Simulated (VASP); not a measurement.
Runs of VASP 6.6.1 on SiC. The structure is that of space group F-43m (No. 216), or close to it. The cells are those of the table. 

```csv
level,cell,k mesh,smearing,grid for exact exchange (PRECFOCK),share of exact exchange,screening parameter,gap on the mesh (eV),pressure (GPa),largest force (eV/Å)
HSE06,"a = 3.068 Å, angles 58.9°, 2 atoms",8 × 8 × 8,gaussian 0.01 eV,Normal,0.25,0.2079 1/Å,(a),7.4,-
r2SCAN,"a = 3.087 Å, angles 60.5°, 2 atoms",10 × 10 × 10,gaussian 0.01 eV,-,-,-,1.66,-4.1,-
PBE,"a = 3.108 Å, angles 62.0°, 2 atoms",10 × 10 × 10,fermi-dirac 0.02 eV,-,-,-,1.16,-10.3,0.05
r2SCAN,"a = 3.094 Å, angles 61.0°, 2 atoms",10 × 10 × 10,gaussian 0.01 eV,-,-,-,1.60,(c),-
PBE,"a = 3.074 Å, angles 59.5°, 2 atoms",10 × 10 × 10,fermi-dirac 0.02 eV,-,-,-,1.29,7.8,0.01
HSE06,"a = 3.080 Å, angles 60.0°, 2 atoms",8 × 8 × 8,gaussian 0.01 eV,Normal,0.25,0.2079 1/Å,2.23,(b),-
PBE,"a = 3.087 Å, angles 60.5°, 2 atoms",10 × 10 × 10,fermi-dirac 0.02 eV,-,-,-,1.30,-0.4,0.01
```

Alike in all rows: no spin polarisation.

Estimate the missing entries.

(a) 2.10; (b) -1.5; (c) -7.7.

Caveats: the PAW data sets were made with another functional, which shifts forces and pressure a little (at least some runs); the cell stands under tension (at least some runs); the cell stands under pressure (at least some runs).

A k mesh can miss the band edges.
